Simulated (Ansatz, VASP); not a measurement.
## One calculation of H3CF, two programs

File INCAR:

```
PREC     = Accurate       # precision mode
ENCUT    = 520            # plane-wave cutoff, eV
EDIFF    = 1E-6           # SCF threshold, eV
ISMEAR   = 0              # smearing method
SIGMA    = 0.005          # smearing width, eV
LREAL    = F              # projectors in reciprocal space
LASPH    = T              # aspherical terms in the spheres
NELM     = 60             # most SCF steps
ALGO     = Normal         # electronic algorithm
ISIF     = 2              # what is computed and relaxed
LWAVE    = F              # write WAVECAR
LCHARG   = F              # write CHGCAR
GGA      = PE             # functional
IVDW     = 12             # dispersion correction
IBRION   = 2              # ionic algorithm
NSW      = 100            # ionic steps
EDIFFG   = -0.01          # ionic threshold
ISYM     = 0
```

The input KPOINTS:

```
regular mesh
0
Gamma
  1 1 1
```

The input POSCAR:

```
H3CF
1.0
   14.0000000000      0.0000000000      0.0000000000
    0.0000000000     14.5000000000      0.0000000000
    0.0000000000      0.0000000000     15.0000000000
C F H
1 1 3
Direct
    0.4729355591      0.4884099984      0.4849209232
    0.5680234959      0.4751729761      0.4740433952
    0.4526781095      0.4781618056      0.5562910837
    0.4536048270      0.5612090811      0.4631997577
    0.4319765041      0.4387909189      0.4437089163
```

Input for Ansatz:

```yaml
crystal:
  lattice:
    - [14.0, 0.0, 0.0]
    - [0.0, 14.5, 0.0]
    - [0.0, 0.0, 15.0]
  atoms:
    - { symbol: C, position: [0.4729355591, 0.4884099984, 0.4849209232] }
    - { symbol: F, position: [0.5680234959, 0.4751729761, 0.4740433952] }
    - { symbol: H, position: [0.4526781095, 0.4781618056, 0.5562910837] }
    - { symbol: H, position: [0.453604827, 0.5612090811, 0.4631997577] }
    - { symbol: H, position: [0.4319765041, 0.4387909189, 0.4437089163] }
  symmetry: { detect: false }
basis:
  ecutwfc: 420
kpoints:
  mp_grid: { grid: [1, 1, 1] }
hamiltonian:
  xc: pbe
  dispersion: d3bj
scf:
  occupations: { method: gaussian, width: 0.005 }
output:
  forces: true
  eigenvalues: true
relax:
  adjacent_minimum: "off"
  f_tol: 0.01
  max_steps: 120
```

Alike in both runs: task relaxation of the atoms; functional PBE; dispersion D3(BJ); k mesh 1 × 1 × 1; occupations gaussian, width 0.005 eV; no spin polarisation.

|  | VASP | Ansatz |
| --- | --- | --- |
| version | VASP 6.6.1 | Ansatz 0.2.0 |
| potentials or method | VASP PAW PBE potentials, release 64 (C, F, H), cutoff 520 eV | scalar-relativistic, plane waves, PAW |
| valence electrons in the cell | 14 | 14 |

```tsv
	VASP	Ansatz	Ansatz less VASP
gap on the k mesh at the Fermi level, each at its own relaxed structure (eV)	7.57	7.57	-0.001
```
